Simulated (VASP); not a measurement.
# LaF2 (P-3m1) in VASP: further runs, part 2 of 2

VASP 6.6.1. The steps go on from the part before.

### Step 4. Single point, PBEsol

This run uses another cell than the first one, of 19.01 Å³/atom, 1.042 times its volume.

INCAR

```
SYSTEM = LaF2
PREC     = Accurate       ! precision mode
ENCUT    = 520            ! plane-wave cutoff, eV
EDIFF    = 1E-6           ! SCF threshold, eV
ISMEAR   = 0              ! smearing method
SIGMA    = 0.05           ! smearing width, eV
LREAL    = .FALSE.        ! projectors in reciprocal space
LASPH    = .TRUE.         ! aspherical terms in the spheres
NELM     = 60             ! most SCF steps
ALGO     = Normal         ! electronic algorithm
ISIF     = 2              ! what is computed and relaxed
LWAVE    = .FALSE.        ! write WAVECAR
LCHARG   = .FALSE.        ! write CHGCAR
GGA      = PS             ! functional
NBANDS   = 20             ! bands
```

KPOINTS

```
Automatic mesh
0
G
  10 10 6
  0 0 0
```

POSCAR

```
LaF2
1.0
    3.5772404445      0.0000000000      0.0000000000
   -1.7886202223      3.0979811004      0.0000000000
    0.0000000000      0.0000000000      5.1473411983
La F
1 2
Direct
    0.0000000000      0.0000000000      0.0000000000
    0.3333333333      0.6666666667      0.2619082866
    0.6666666667      0.3333333333      0.7380917134
```

Potentials or basis: VASP PAW PBE potentials, release 64 (La, F).

Run with:

```console
cat potpaw_PBE.64/La/POTCAR potpaw_PBE.64/F/POTCAR > POTCAR
mpirun -np 1 vasp_std > vasp.out
```

OUTCAR:

```text
SYSTEM = LaF2
   PREC = Accurate
   ENCUT = 520
   EDIFF = 1E-6
   ISMEAR = 0
   LREAL = .FALSE.
   LASPH = .TRUE.
   NELM = 60
   ISIF = 2
   GGA = PS

 ion  position               nearest neighbor table
   1  0.000  0.000  0.000-   2 2.47   3 2.47   3 2.47   2 2.47   3 2.47   2 2.47
   2  0.333  0.667  0.262-   1 2.47   1 2.47   1 2.47
   3  0.667  0.333  0.738-   1 2.47   1 2.47   1 2.47

  LATTYP: Found a hexagonal cell.
 ALAT       =     3.5772404445
 C/A-ratio  =     1.4389139556

  Lattice vectors:
[... 744 lines left out ...]

  FORCE on cell =-STRESS in cart. coord.  units (eV):
  Direction    XX          YY          ZZ          XY          YZ          ZX
  --------------------------------------------------------------------------------------
  -------------------------------------------------------------------------------------
  Total       -0.0907052     -0.0907052     -0.0957536      0.0000000      0.0000000      0.0000000
  in kB       -2.5476093     -2.5476093     -2.6894040      0.0000000      0.0000000      0.0000000
  external PRESSURE =      -2.5948742 kB  Pullay stress =       0.0000000 kB

 VOLUME and BASIS-vectors are now :
 -----------------------------------------------------------------------------
  energy-cutoff  :      520.00
  volume of cell :       57.04
      direct lattice vectors                 reciprocal lattice vectors
     3.577240445  0.000000000  0.000000000     0.279545089  0.161395433  0.000000000
    -1.788620222  3.097981100  0.000000000     0.000000000  0.322790865  0.000000000
     0.000000000  0.000000000  5.147341198     0.000000000  0.000000000  0.194275056

 POSITION                                       TOTAL-FORCE (eV/Angst)
 -----------------------------------------------------------------------------------
      0.00000      0.00000      0.00000        -0.000000      0.000000      0.000000
     -0.00000      2.06532      1.34813        -0.000000      0.000000      0.001310
      1.78862      1.03266      3.79921         0.000000     -0.000000     -0.001310
 -----------------------------------------------------------------------------------
    total drift:                                0.000000     -0.000000      0.000000

  FREE ENERGIE OF THE ION-ELECTRON SYSTEM (eV)
  ---------------------------------------------------
  free  energy   TOTEN  =       -18.9562376621 eV

  energy  without entropy=      -18.9506832741  energy(sigma->0) =      -18.95346047
```

stdout:

```text
POSCAR found type information on POSCAR LaF
 POSCAR found :  2 types and       3 ions
 scaLAPACK will be used
 -----------------------------------------------------------------------------
|                                                                             |
|                                                                             |
|     You enforced a specific xc type in the INCAR file but a different       |
|     I HOPE YOU KNOW WHAT YOU ARE DOING!                                     |
|                                                                             |
 -----------------------------------------------------------------------------

 LDA part: xc-table for (Slater+PW92), standard interpolation
 POSCAR, INCAR and KPOINTS ok, starting setup
 FFT: planning ... GRIDC
 FFT: planning ... GRID_SOFT
 FFT: planning ... GRID
 WAVECAR not read
 entering main loop
```

Run time: 2.4 min. Hardware: 1 thread of Oxide Virtual Turin-like, shared host; peak memory 0.22 GiB.

What came out:

```yaml
Free_energy: -18.9562 eV
Pressure: -0.3 GPa
```

Caveat: the PAW data sets were made with another functional, which shifts forces and pressure a little; spin-orbit coupling is left out, which moves the levels of the heavy elements; an odd number of electrons without spin polarisation forces a metal; a magnetic or distorted state may lie lower.

### Step 5. Single point, PBEsol (volume scaled by 1.020)

INCAR

```
PREC = Accurate ; ENCUT = 520
EDIFF = 1E-7 ; ISMEAR = 0
SIGMA = 0.05 ; LREAL = F
LASPH = T ; NELM = 80
ALGO = Normal ; ISIF = 2
LWAVE = F ; LCHARG = T
GGA = PS ; LELF = T
LVHAR = T ; NBANDS = 20
```

KPOINTS

```
Automatic mesh
0
Gamma
  10 10 6
```

POSCAR

```
LaF2
1.0
    3.5794579728      0.0000000000      0.0000000000
   -1.7897289864      3.0999015362      0.0000000000
    0.0000000000      0.0000000000      5.2437847717
La F
1 2
Direct
    0.0000000000      0.0000000000      0.0000000000
    0.3333333333      0.6666666667      0.2569836752
    0.6666666667      0.3333333333      0.7430163248
```

Potentials or basis: VASP PAW PBE potentials, release 64 (La, F).

Run with:

```console
cat potpaw_PBE.64/La/POTCAR potpaw_PBE.64/F/POTCAR > POTCAR
mpirun -np 1 vasp_std > vasp.out
```

OUTCAR:

```text
PREC = Accurate
   ENCUT = 520
   EDIFF = 1E-7
   ISMEAR = 0
   LREAL = F
   LASPH = T
   NELM = 80
   ISIF = 2
   GGA = PS

 ion  position               nearest neighbor table
   1  0.000  0.000  0.000-   2 2.47   3 2.47   2 2.47   3 2.47   3 2.47   2 2.47
   2  0.333  0.667  0.257-   1 2.47   1 2.47   1 2.47
   3  0.667  0.333  0.743-   1 2.47   1 2.47   1 2.47

  LATTYP: Found a hexagonal cell.
 ALAT       =     3.5794579728
 C/A-ratio  =     1.4649661517

  Lattice vectors:

 A1 = (   3.5794579728,   0.0000000000,   0.0000000000)
 A2 = (  -1.7897289864,   3.0999015362,   0.0000000000)
 A3 = (   0.0000000000,   0.0000000000,   5.2437847717)

Analysis of symmetry for initial positions (statically):
=====================================================================
 Subroutine PRICEL returns:
 Original cell was already a primitive cell.

 Routine SETGRP: Setting up the symmetry group for a
 hexagonal supercell.

 Subroutine GETGRP returns: Found 12 space group operations
[... 163 lines left out ...]
  ---------------------------------------------------
  free energy    TOTEN  =       -18.95586617 eV

  energy without entropy =      -18.94976960  energy(sigma->0) =      -18.95281789

 E-fermi :   6.3681     XC(G=0):  -9.1104

 val. band max:        6.3634599435   @ k =   0.2000   0.2000   0.1667
 cond. band min:       6.3720499941   @ k =   0.2000   0.1000   0.1667
 fundamental gap:      0.0085900506
 Fermi energy:         6.3681478953

 k-point     1 :       0.0000    0.0000    0.0000
  band No.  band energies     occupation
      1     -27.4990      2.00000
      2     -19.2944      2.00000
      3     -18.8885      2.00000
      4     -10.5239      2.00000
      5     -10.4082      2.00000
      6     -10.4082      2.00000
[... 541 lines left out ...]
     19       8.0994      0.00000
     20       8.1870      0.00000

 [... further k-points ...]

------------------------ aborting loop because EDIFF is reached ----------------------------------------

  FORCE on cell =-STRESS in cart. coord.  units (eV):
  Direction    XX          YY          ZZ          XY          YZ          ZX
  --------------------------------------------------------------------------------------
  -------------------------------------------------------------------------------------
  Total       -0.1381508     -0.1381508     -0.1215001      0.0000000      0.0000000     -0.0000000
  in kB       -3.8041189     -3.8041189     -3.3456255      0.0000000      0.0000000     -0.0000000
  external PRESSURE =      -3.6512878 kB  Pullay stress =       0.0000000 kB

 VOLUME and BASIS-vectors are now :
 -----------------------------------------------------------------------------
  energy-cutoff  :      520.00
  volume of cell :       58.18
      direct lattice vectors                 reciprocal lattice vectors
     3.579457973  0.000000000  0.000000000     0.279371907  0.161295446  0.000000000
    -1.789728986  3.099901536  0.000000000     0.000000000  0.322590891  0.000000000
     0.000000000  0.000000000  5.243784772     0.000000000  0.000000000  0.190701954

 POSITION                                       TOTAL-FORCE (eV/Angst)
 -----------------------------------------------------------------------------------
      0.00000      0.00000      0.00000        -0.000000      0.000000      0.000000
     -0.00000      2.06660      1.34757         0.000000     -0.000000      0.000389
      1.78973      1.03330      3.89622        -0.000000      0.000000     -0.000389
 -----------------------------------------------------------------------------------
    total drift:                                0.000000      0.000000      0.000000

  FREE ENERGIE OF THE ION-ELECTRON SYSTEM (eV)
  ---------------------------------------------------
  free  energy   TOTEN  =       -18.9558661747 eV

  energy  without entropy=      -18.9497696009  energy(sigma->0) =      -18.95281789
```

OSZICAR:

```text
N       E                     dE             d eps       ncg     rms          rms(c)
DAV:   1     0.281904015654E+03    0.28190E+03   -0.10512E+04  3028   0.180E+03
DAV:   2     0.312922211036E+02   -0.25061E+03   -0.22032E+03  3832   0.304E+02
DAV:   3    -0.176828104805E+02   -0.48975E+02   -0.46226E+02  4048   0.175E+02
DAV:   4    -0.200369910531E+02   -0.23542E+01   -0.23032E+01  5044   0.344E+01
DAV:   5    -0.201053848864E+02   -0.68394E-01   -0.67943E-01  4256   0.458E+00    0.664E+00
DAV:   6    -0.190416668508E+02    0.10637E+01   -0.65504E+00  4304   0.153E+01    0.338E+00
DAV:   7    -0.189623908077E+02    0.79276E-01   -0.41315E-01  4888   0.594E+00    0.179E+00
DAV:   8    -0.189451254698E+02    0.17265E-01   -0.13413E-01  5112   0.282E+00    0.393E-01
DAV:   9    -0.189533275947E+02   -0.82021E-02   -0.16490E-02  4876   0.103E+00    0.161E-01
DAV:  10    -0.189554512690E+02   -0.21237E-02   -0.29611E-03  4884   0.392E-01    0.645E-02
DAV:  11    -0.189558388243E+02   -0.38756E-03   -0.76360E-04  4800   0.176E-01    0.260E-02
DAV:  12    -0.189558647850E+02   -0.25961E-04   -0.91581E-05  5068   0.636E-02    0.809E-03
DAV:  13    -0.189558660878E+02   -0.13028E-05   -0.81542E-06  4484   0.211E-02    0.305E-03
DAV:  14    -0.189558661437E+02   -0.55834E-07   -0.12647E-06  5056   0.773E-03    0.113E-03
DAV:  15    -0.189558661747E+02   -0.31001E-07   -0.10773E-07  2800   0.244E-03
   1 F= -.18955866E+02 E0= -.18952818E+02  d E =-.609657E-02
```

It took 2.6 min on 1 thread of Oxide Virtual Turin-like, shared host; peak memory 0.21 GiB.

Results:

```
Free energy : -18.9559 eV
Pressure    : -0.4 GPa
```

Caveat: the cell differs from its parent crystal (volume scaled by 1.020); the PAW data sets were made with another functional, which shifts forces and pressure a little; spin-orbit coupling is left out, which moves the levels of the heavy elements; an odd number of electrons without spin polarisation forces a metal; a magnetic or distorted state may lie lower.

### Step 6. Single point, PBEsol (volume scaled by 1.040)

INCAR

```
SYSTEM = LaF2
ALGO = Normal
EDIFF = 1E-6
ENCUT = 520
GGA = PS
ISIF = 2
ISMEAR = 0
LASPH = .True.
LCHARG = .False.
LREAL = .False.
LWAVE = .False.
NBANDS = 20
NELM = 60
PREC = Accurate
SIGMA = 0.05
```

KPOINTS

```
k-points
0
Gamma
  10 10 6
  0 0 0
```

POSCAR

```
LaF2
1.0
    3.5798060344      0.0000000000      0.0000000000
   -1.7899030172      3.1002029664      0.0000000000
    0.0000000000      0.0000000000      5.3455644396
La F
1 2
Direct
    0.0000000000      0.0000000000      0.0000000000
    0.3333333333      0.6666666667      0.2521484127
    0.6666666667      0.3333333333      0.7478515873
```

Potentials or basis: VASP PAW PBE potentials, release 64 (La, F).

Run with:

```console
cat potpaw_PBE.64/La/POTCAR potpaw_PBE.64/F/POTCAR > POTCAR
mpirun -np 1 vasp_std > vasp.out
```

Wall time 2.3 min (1 thread of Oxide Virtual Turin-like, shared host); peak memory 0.22 GiB.

The run converged. Its results:

```yaml
Free_energy: -18.9551 eV
Pressure: -0.4 GPa
```

Levels at points of the mesh, in eV from the Fermi level:
```csv
k point,band 9,band 10,band 11,band 12,band 13,band 14,band 15,band 16
"(0.00, 0.00, 0.00)",-7.62,-6.76,-6.76,-6.70,0.22,0.80,1.13,1.51
"(0.50, 0.00, 0.00)",-7.35,-6.91,-6.62,-6.26,-0.58,1.14,1.15,1.37
"(0.00, 0.00, 0.50)",-7.42,-7.24,-6.82,-6.82,0.69,0.82,1.52,1.52
"(0.50, 0.00, 0.50)",-7.24,-6.66,-6.51,-6.44,-0.45,1.14,1.15,1.35
```

Caveat: the cell differs from its parent crystal (volume scaled by 1.040); the PAW data sets were made with another functional, which shifts forces and pressure a little; spin-orbit coupling is left out, which moves the levels of the heavy elements; an odd number of electrons without spin polarisation forces a metal; a magnetic or distorted state may lie lower.

### Step 7. Summary

| cell | gap on the mesh (eV) | pressure (GPa) |
| --- | --- | --- |
| a = 3.574, b = 3.574, c = 4.950 Å, angles 90.0, 90.0, 120.0°, 3 atoms | none | 0.0 |
| a = 3.576, b = 3.576, c = 5.049 Å, angles 90.0, 90.0, 120.0°, 3 atoms | none | -0.1 |
| a = 3.577, b = 3.577, c = 5.147 Å, angles 90.0, 90.0, 120.0°, 3 atoms | none | -0.3 |
| a = 3.579, b = 3.579, c = 5.244 Å, angles 90.0, 90.0, 120.0°, 3 atoms | none | -0.4 |
| a = 3.580, b = 3.580, c = 5.346 Å, angles 90.0, 90.0, 120.0°, 3 atoms | none | -0.4 |

Alike in all rows: task single point; level PBEsol; potentials or basis VASP PAW PBE potentials, release 64 (La, F); no spin polarisation; k mesh 10 × 10 × 6; cutoff (eV) 520; smearing gaussian 0.05 eV.

Caveats: the PAW data sets were made with another functional, which shifts forces and pressure a little; spin-orbit coupling is left out, which moves the levels of the heavy elements; an odd number of electrons without spin polarisation forces a metal; a magnetic or distorted state may lie lower.

Absolute energies hang on the potentials; compare differences alone.
